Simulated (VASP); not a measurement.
# Si16CO in VASP: notebook

The runs below take Si16CO through single point, with PBE.

Program: VASP 6.6.1. These are calculated values, not measurements. Logs are shortened: lines on timing, memory, paths and dates and some standing lists are left out, and cuts for length are marked.

**1. The cell of the first run**

The cell holds a slab with vacuum, 18 atoms: a = 7.735 Å, b = 7.735 Å, c = 22.112 Å, α = 90.00°, β = 90.00°, γ = 90.00°.

**2. Single point, PBE**

File INCAR:

```
ALGO = Normal ; DIPOL = 0.5 0.5 0.283
EDIFF = 1E-6 ; ENCUT = 520
GGA = PE ; IDIPOL = 3
ISIF = 2 ; ISMEAR = 0
LASPH = T ; LCHARG = F
LDIPOL = T ; LREAL = Auto
LWAVE = F ; NBANDS = 52
NELM = 80 ; PREC = Accurate
SIGMA = 0.05
```

File KPOINTS:

```
k-points
0
Gamma
  4 4 1
```

File POSCAR:

```
Si16CO
1.0
    7.7354121591      0.0000000000      0.0000000000
    0.0000000000      7.7354121591      0.0000000000
    0.0000000000      0.0000000000     22.1119221361
Si C O
16 1 1
Direct
    0.0000000000      0.2500000000      0.1808978874
    0.0000000000      0.7500000000      0.1808978874
    0.5000000000      0.2500000000      0.1808978874
    0.5000000000      0.7500000000      0.1808978874
    0.0000000000      0.0000000000      0.2427396662
    0.0000000000      0.5000000000      0.2427396662
    0.5000000000      0.0000000000      0.2427396662
    0.5000000000      0.5000000000      0.2427396662
    0.2500000000      0.0000000000      0.3062012287
    0.2500000000      0.5000000000      0.3062012287
    0.7500000000      0.0000000000      0.3062012287
    0.7500000000      0.5000000000      0.3062012287
    0.2500000000      0.2500000000      0.3668573942
    0.2500000000      0.7500000000      0.3668573942
    0.7500000000      0.2500000000      0.3668573942
    0.7500000000      0.7500000000      0.3668573942
    0.5000000000      0.7500000000      0.3257031248
    0.4899546056      0.7874899222      0.3763759678
```

Potentials or basis: VASP PAW PBE potentials, release 64 (Si, C, O).

Command:

```sh
> cat potpaw_PBE.64/Si/POTCAR potpaw_PBE.64/C/POTCAR potpaw_PBE.64/O/POTCAR > POTCAR
> mpirun -np 1 vasp_std > vasp.out
```

OUTCAR:

```text
EDIFF = 1E-6
   ENCUT = 520
   GGA = PE
   ISIF = 2
   ISMEAR = 0
   LASPH = T
   LREAL = Auto
   NELM = 80
   PREC = Accurate

 ion  position               nearest neighbor table
   1  0.000  0.250  0.181-   5 2.37   6 2.37
   2  0.000  0.750  0.181-   5 2.37   6 2.37
   3  0.500  0.250  0.181-   7 2.37   8 2.37
   4  0.500  0.750  0.181-   7 2.37   8 2.37
   5  0.000  0.000  0.243-   1 2.37   2 2.37   9 2.39  11 2.39
   6  0.000  0.500  0.243-   1 2.37   2 2.37  10 2.39  12 2.39
   7  0.500  0.000  0.243-   3 2.37   4 2.37   9 2.39  11 2.39
   8  0.500  0.500  0.243-   3 2.37   4 2.37  10 2.39  12 2.39
   9  0.250  0.000  0.306-  13 2.35  14 2.35   5 2.39   7 2.39
  10  0.250  0.500  0.306-  13 2.35  14 2.35   6 2.39   8 2.39
  11  0.750  0.000  0.306-  15 2.35  16 2.35   5 2.39   7 2.39
  12  0.750  0.500  0.306-  15 2.35  16 2.35   6 2.39   8 2.39
  13  0.250  0.250  0.367-   9 2.35  10 2.35
  14  0.250  0.750  0.367-  18 1.89  17 2.14   9 2.35  10 2.35
  15  0.750  0.250  0.367-  11 2.35  12 2.35
  16  0.750  0.750  0.367-  18 2.04  17 2.14  11 2.35  12 2.35
  17  0.500  0.750  0.326-  18 1.16  16 2.14  14 2.14
  18  0.490  0.787  0.376-  17 1.16  14 1.89  16 2.04

  LATTYP: Found a simple tetragonal cell.
 ALAT       =     7.7354121591
 C/A-ratio  =     2.8585318638

  Lattice vectors:

 A1 = (   7.7354121591,   0.0000000000,   0.0000000000)
 A2 = (   0.0000000000,   7.7354121591,   0.0000000000)
 A3 = (   0.0000000000,   0.0000000000,  22.1119221361)

Analysis of symmetry for initial positions (statically):
=====================================================================
 Subroutine PRICEL returns:
 Original cell was already a primitive cell.

 Routine SETGRP: Setting up the symmetry group for a
 simple tetragonal supercell.

 Subroutine GETGRP returns: Found  1 space group operations
 (whereof  1 operations were pure point group operations)
 out of a pool of 16 trial point group operations.

The static configuration has the point symmetry C_1 .

Analysis of symmetry for dynamics (positions and initial velocities):
=====================================================================
 Subroutine PRICEL returns:
 Original cell was already a primitive cell.

 Routine SETGRP: Setting up the symmetry group for a
 simple tetragonal supercell.

 Subroutine GETGRP returns: Found  1 space group operations
 (whereof  1 operations were pure point group operations)
 out of a pool of 16 trial point group operations.

The dynamic configuration has the point symmetry C_1 .

 Subroutine INISYM returns: Found  1 space group operations
 (whereof  1 operations are pure point group operations),
 and found     1 'primitive' translations

----------------------------------------------------------------------------------------

                                     Primitive cell

  volume of cell :    1323.1023

  direct lattice vectors                    reciprocal lattice vectors
     7.735412159  0.000000000  0.000000000     0.129275594  0.000000000  0.000000000
     0.000000000  7.735412159  0.000000000     0.000000000  0.129275594  0.000000000
     0.000000000  0.000000000 22.111922136     0.000000000  0.000000000  0.045224472

  length of vectors
     7.735412159  7.735412159 22.111922136     0.129275594  0.129275594  0.045224472

  position of ions in fractional coordinates (direct lattice)
     0.000000000  0.250000000  0.180897887
     0.000000000  0.750000000  0.180897887
     0.500000000  0.250000000  0.180897887
     0.500000000  0.750000000  0.180897887
     0.000000000  0.000000000  0.242739666
     0.000000000  0.500000000  0.242739666
[... 10 lines left out ...]
     0.500000000  0.750000000  0.325703125
     0.489954606  0.787489922  0.376375968

  ion indices of the primitive-cell ions
   primitive index   ion index
                 1           1
                 2           2
                 3           3
                 4           4
                 5           5
                 6           6
[... 10 lines left out ...]
                17          17
                18          18

----------------------------------------------------------------------------------------

 KPOINTS: k-points

Automatic generation of k-mesh.
 Grid dimensions read from file:
 generate k-points for:    4    4    1

 Generating k-lattice:

  Cartesian coordinates                     Fractional coordinates (reciprocal lattice)
     0.032318898  0.000000000  0.000000000     0.250000000  0.000000000  0.000000000
     0.000000000  0.032318898  0.000000000     0.000000000  0.250000000  0.000000000
     0.000000000  0.000000000  0.045224472     0.000000000  0.000000000  1.000000000

  Length of vectors
     0.032318898  0.032318898  0.045224472

  Shift w.r.t. Gamma in fractional coordinates (k-lattice)
     0.000000000  0.000000000  0.000000000

 Subroutine IBZKPT returns following result:
 ===========================================

 Found     10 irreducible k-points:

 Following reciprocal coordinates:
            Coordinates               Weight
  0.000000  0.000000  0.000000      1.000000
  0.250000  0.000000  0.000000      2.000000
  0.000000  0.250000  0.000000      2.000000
  0.500000  0.000000  0.000000      1.000000
  0.000000  0.500000  0.000000      1.000000
  0.250000  0.250000  0.000000      2.000000
 -0.250000  0.250000  0.000000      2.000000
  0.500000  0.250000  0.000000      2.000000
 -0.250000  0.500000  0.000000      2.000000
  0.500000  0.500000  0.000000      1.000000
   k-points           NKPTS =     10   k-points in BZ     NKDIM =     10   number of bands    NBANDS=     52
   number of dos      NEDOS =    301   number of ions     NIONS =     18
   total plane-waves  NPLWV = 604800
   dimension x,y,z NGX =    60 NGY =   60 NGZ =  168
   dimension x,y,z NGXF=   120 NGYF=  120 NGZF=  336
   ions per type =              16   1   1
   NGX,Y,Z   is equivalent  to a cutoff of  12.89, 12.89, 12.63 a.u.
   NGXF,Y,Z  is equivalent  to a cutoff of  25.79, 25.79, 25.26 a.u.
 SYSTEM =  unknown system
   PREC   = accura    normal or accurate (medium, high low for compatibility)
   ISTART =      0    job   : 0-new  1-cont  2-samecut
   ICHARG =      2    charge: 1-file 2-atom 10-const
   ISPIN  =      1    spin polarized calculation?
   LNONCOLLINEAR =      F non collinear calculations
   LSORBIT =      F    spin-orbit coupling
   LASPH  =      T    aspherical Exc in radial PAW
   ENCUT  =  520.0 eV  38.22 Ry    6.18 a.u.  14.38 14.38 41.11*2*pi/ulx,y,z
   NELM   =     80;   NELMIN=  2; NELMDL= -5     # of ELM steps
   EDIFF  = 0.1E-05   stopping-criterion for ELM
   LREAL  =      T    real-space projection
   EDIFFG = 0.1E-04   stopping-criterion for IOM
   NSW    =      0    number of steps for IOM
[... 5 lines left out ...]
   TEBEG  =    0.0;   TEEND  =   0.0 temperature during run
   PSTRESS=    0.0 pullay stress
   NELECT =      74.0000    total number of electrons
   NUPDOWN=      -1.0000    fix difference up-down
   EMIN   =  10.00;   EMAX   =-10.00  energy-range for DOS
   EFERMI =   0.00;   METHOD = LEGACY
   ISMEAR =     0;   SIGMA  =   0.05  broadening in eV -4-tet -1-fermi 0-gaus
   EFERMI_NEDOS =   21; number of points for ismear=-14 and -15
   IALGO  =     38    algorithm
   IMIX   =      4    mixing-type and parameters
     AMIX     =   0.40;   BMIX     =  1.00
     AMIX_MAG =   1.60;   BMIX_MAG =  1.00
  volume/ion in A,a.u.               =      73.51       496.04
  Fermi-wavevector in a.u.,A,eV,Ry     =   0.626067  1.183095  5.332941  0.391960
  Thomas-Fermi vector in A             =   1.687191
   LORBIT       =      0    0 simple, 1 ext, 2 COOP (PROOUT), +10 PAW based schemes
   GGA     = PE    functional components
   LHFCALC =     F    Hartree Fock is set to
   AEXX    =    0.0000 exact exchange contribution
   IVDW    =     0    specifies the selected vdW correction
   LEPSILON=     F    determine dielectric tensor
   LRPA    =     F    only Hartree local field effects (RPA)
 non-spin polarized calculation
 Gauss-broadening in eV      SIGMA  =   0.05
  energy-cutoff  :      520.00
  volume of cell :     1323.10
 maximum number of plane-waves:     35688
 NGX is ok and might be reduce to    60
   NGX = 29   NGY = 29   NGZ = 83

 dipolmoment           0.000000      0.000000      0.025309 electrons x Angstroem

 number of electron      73.9999993 magnetization

 dipolmoment           0.000000      0.000000     -0.138456 electrons x Angstroem

 Free energy of the ion-electron system (eV)
  ---------------------------------------------------
  ext. energy  EPLUGINS =         0.00000000
  ---------------------------------------------------
  free energy    TOTEN  =       -84.90558440 eV

  energy without entropy =      -84.88636451  energy(sigma->0) =      -84.89597445

 E-fermi :  -2.3628     XC(G=0):  -3.2496

 val. band max:       -2.3663219300   @ k =   0.2500   0.0000   0.0000
 cond. band min:      -2.3517581346   @ k =   0.0000   0.5000   0.0000
 fundamental gap:      0.0145637954
 Fermi energy:        -2.3628479283

 k-point     1 :       0.0000    0.0000    0.0000
  band No.  band energies     occupation
      1     -28.8423      2.00000
      2     -14.6636      2.00000
      3     -13.8699      2.00000
      4     -13.0552      2.00000
      5     -12.3632      2.00000
      6     -11.5520      2.00000
[... 41 lines left out ...]
     48       0.1393      0.00000
     49       0.2864      0.00000

 k-point     2 :       0.2500    0.0000    0.0000
  band No.  band energies     occupation
      1     -28.8423      2.00000
      2     -14.6830      2.00000
      3     -13.8344      2.00000
      4     -12.9586      2.00000
      5     -12.2883      2.00000
      6     -12.0209      2.00000
[... 408 lines left out ...]
 k-point    10 :       0.5000    0.5000    0.0000
  band No.  band energies     occupation
      1     -28.8423      2.00000
      2     -14.6859      2.00000
      3     -13.7542      2.00000
      4     -12.6146      2.00000
      5     -12.4342      2.00000
      6     -12.2091      2.00000
[... 41 lines left out ...]
     48       1.5081      0.00000
     49       1.5374      0.00000
 [bands above 49 left out]

------------------------ aborting loop because EDIFF is reached ----------------------------------------

 vacuum level on the upper side and lower side of the slab       (xc-potential included)        -0.295         0.120

  FORCE on cell =-STRESS in cart. coord.  units (eV):
  Direction    XX          YY          ZZ          XY          YZ          ZX
  --------------------------------------------------------------------------------------
  -------------------------------------------------------------------------------------
  Total       -0.7641309     -1.8069806     12.8750657     -0.4417338      2.5079702     -0.6884261
  in kB       -0.9253051     -2.1881176     15.5907362     -0.5349064      3.0369633     -0.8336323
  external PRESSURE =       4.1591045 kB  Pullay stress =       0.0000000 kB

 VOLUME and BASIS-vectors are now :
 -----------------------------------------------------------------------------
  energy-cutoff  :      520.00
  volume of cell :     1323.10
      direct lattice vectors                 reciprocal lattice vectors
     7.735412159  0.000000000  0.000000000     0.129275594  0.000000000  0.000000000
     0.000000000  7.735412159  0.000000000     0.000000000  0.129275594  0.000000000
     0.000000000  0.000000000 22.111922136     0.000000000  0.000000000  0.045224472

 POSITION                                       TOTAL-FORCE (eV/Angst)
 -----------------------------------------------------------------------------------
      0.00000      1.93385      4.00000        -0.012816      0.017843      0.029464
      0.00000      5.80156      4.00000         0.009491      0.020645      0.232283
      3.86771      1.93385      4.00000         0.015456     -0.022117      0.002868
      3.86771      5.80156      4.00000         0.006020     -0.044727      0.253368
      0.00000      0.00000      5.36744         0.006860      0.151138     -0.125186
      0.00000      3.86771      5.36744         0.023993     -0.000896     -0.144215
[... 10 lines left out ...]
      3.86771      5.80156      7.20192         0.784367     -1.885450     -9.520995
      3.79000      6.09156      8.32240        -0.152515      2.023937     10.661918
 -----------------------------------------------------------------------------------
    total drift:                               -0.000237     -0.003276      0.018749

  FREE ENERGIE OF THE ION-ELECTRON SYSTEM (eV)
  ---------------------------------------------------
  free  energy   TOTEN  =       -84.9055843965 eV

  energy  without entropy=      -84.8863645118  energy(sigma->0) =      -84.89597445

 vacuum level on the upper side and lower side of the slab         2.490         2.914
```

It took 13 min on 1 thread of Intel Xeon 6975P-C (Granite Rapids), shared host; peak memory 1.3 GiB.

Results:

```
Free energy            : -84.9056 eV
Largest force          : 10.853 eV/Å
Band gap on the k mesh : zero (bands 37 and 38 overlap by 0.01 eV)
```

Forces on the atoms (eV/Å):
```
Si  -0.013  0.018  0.029
Si   0.009  0.021  0.232
Si   0.015 -0.022  0.003
Si   0.006 -0.045  0.253
Si   0.007  0.151 -0.125
Si   0.024 -0.001 -0.144
Si  -0.003  0.046 -0.197
Si  -0.004 -0.283 -0.365
Si  -0.546  0.560 -0.484
Si  -0.007 -0.543 -0.261
Si   0.394  0.513 -0.436
Si   0.012 -0.535 -0.280
Si   0.006 -0.023  0.167
Si  -1.779  0.036  0.110
Si  -0.016 -0.025  0.200
Si   1.262 -0.006  0.157
C    0.784 -1.885 -9.521
O   -0.153  2.024 10.662
```

Levels at points of the mesh, in eV from the Fermi level:
| k point | band 34 | band 35 | band 36 | band 37 | band 38 | band 39 | band 40 | band 41 |
| --- | --- | --- | --- | --- | --- | --- | --- | --- |
| (0.00, 0.00, 0.00) | -0.59 | -0.37 | -0.14 | -0.08 | 0.37 | 0.43 | 0.50 | 1.12 |
| (0.50, 0.00, 0.00) | -0.64 | -0.60 | -0.53 | -0.09 | 0.58 | 0.88 | 0.91 | 0.93 |
| (0.00, 0.50, 0.00) | -0.58 | -0.50 | -0.37 | -0.23 | -0.01 | 0.01 | 0.01 | 1.00 |
| (0.50, 0.50, 0.00) | -0.36 | -0.33 | -0.27 | -0.10 | 0.36 | 0.58 | 0.72 | 0.81 |

**3. Single point, PBE**

File INCAR:

```
PREC = Accurate ; ENCUT = 520
EDIFF = 1E-6 ; ISMEAR = 0
SIGMA = 0.05 ; LREAL = Auto
LASPH = True ; NELM = 60
ALGO = Normal ; ISIF = 2
LWAVE = False ; LCHARG = False
LDIPOL = True ; IDIPOL = 3
DIPOL = 0.5 0.5 0.283 ; GGA = PE
NBANDS = 52
```

File KPOINTS:

```
Automatic mesh
0
Gamma
  4 4 1
```

Changes to POSCAR since step 2:

```diff
@@ -25,2 +25,2 @@
     0.5000000000      0.7500000000      0.3257031248
-    0.4899546056      0.7874899222      0.3763759678
+    0.4625100778      0.7600453944      0.3763759678
```

Potentials or basis: VASP PAW PBE potentials, release 64 (Si, C, O).

Command:

```sh
> cat potpaw_PBE.64/Si/POTCAR potpaw_PBE.64/C/POTCAR potpaw_PBE.64/O/POTCAR > POTCAR
> mpirun -np 1 vasp_std > vasp.out
```

Wall time 14 min (1 thread of Intel Xeon 6975P-C (Granite Rapids), shared host); peak memory 1.3 GiB.

Results (log left out):

```
Free energy            : -84.5440 eV
Largest force          : 11.868 eV/Å
Band gap on the k mesh : zero (bands 37 and 38 overlap by 0.02 eV)
```

Forces on the atoms (eV/Å):
```
Si  -0.041  0.007  0.085
Si   0.026  0.005  0.224
Si   0.049 -0.008  0.004
Si   0.035 -0.017  0.217
Si   0.056  0.119 -0.174
Si   0.072 -0.082 -0.177
Si  -0.015  0.032 -0.191
Si  -0.017 -0.109 -0.251
Si  -0.544  0.623 -0.403
Si  -0.334 -0.581 -0.312
Si   0.176  0.462 -0.320
Si   0.126 -0.467 -0.298
Si  -0.011 -0.007  0.068
Si  -4.992 -0.107 -0.591
Si  -0.033 -0.009  0.214
Si   1.091 -0.042 -0.059
C    3.011 -0.553 -9.804
O    1.345  0.735 11.768
```

Levels at points of the mesh, in eV from the Fermi level:
```
           k point  band 35  band 36  band 37  band 38  band 39  band 40
(0.00, 0.00, 0.00)    -0.38    -0.12    -0.06     0.34     0.38     0.55
(0.50, 0.00, 0.00)    -0.55    -0.48    -0.07     0.59     0.89     0.92
(0.00, 0.50, 0.00)    -0.55    -0.38    -0.21    -0.02     0.01     0.05
(0.50, 0.50, 0.00)    -0.33    -0.27    -0.08     0.33     0.59     0.73
```
